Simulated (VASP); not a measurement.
Write the native input for VASP 6.6.1 that does the following.

| Item | Value |
| --- | --- |
| Task | relaxation of cell and atoms |
| Functional | revPBE |
| Potentials or basis | VASP PAW PBE potentials, release 64 (Pb_d) |
| Cutoff | 600 eV |
| k mesh | 9 × 9 × 9 |
| Occupations | fermi-dirac, width 0.05 eV |
| Spin | no spin polarisation |
| Dipole correction | no |
| Further INCAR settings | ALGO = Normal; EDIFF = 1e-07; IBRION = 2; EDIFFG = -0.01; NSW = 80; ISIF = 3 |

The structure of Pb lies in POSCAR:

```
Pb
1.0
    0.0000000000      2.4750200000      2.4750200000
    2.4750200000      0.0000000000      2.4750200000
    2.4750200000      2.4750200000      0.0000000000
Pb
1
Direct
    0.0000000000      0.0000000000      0.0000000000
```

These files were run (other wordings do the same):

INCAR

```
PREC = Accurate ; ENCUT = 600
EDIFF = 1E-7 ; ISMEAR = -1
SIGMA = 0.05 ; LREAL = F
LASPH = T ; NELM = 60
ALGO = Normal ; ISIF = 3
LWAVE = F ; LCHARG = F
GGA = RE ; IBRION = 2
NSW = 80 ; EDIFFG = -0.01
```

KPOINTS

```
regular mesh
0
Gamma
  9 9 9
```

Potentials or basis: VASP PAW PBE potentials, release 64 (Pb_d).

Run with:

```console
$ cat potpaw_PBE.64/Pb_d/POTCAR > POTCAR
$ mpirun -np 1 vasp_std > vasp.out
```

It gave:

```
Relaxed volume                         : 32.73 Å³/atom
Relaxed cell                           : a = 3.590 Å, b = 3.590 Å, c = 3.590 Å, α = 60.00°, β = 60.00°, γ = 60.00°
Space group after relaxing (to 0.05 Å) : Fm-3m (No. 225)
Energy gained by relaxing              : 23.9 meV/atom
Ionic steps                            : 3
Pressure after relaxing                : 0.0 GPa
Band gap on the k mesh                 : zero (band 7 reaches 13.40 eV, above the bottom of band 8 at 5.16 eV)
```

Caveat: the PAW data sets were made with another functional, which shifts forces and pressure a little; spin-orbit coupling is left out, which moves the levels of the heavy elements.

It took 22 s on 1 thread of Intel Xeon 6975P-C (shared host), peak memory 0.17 GiB.
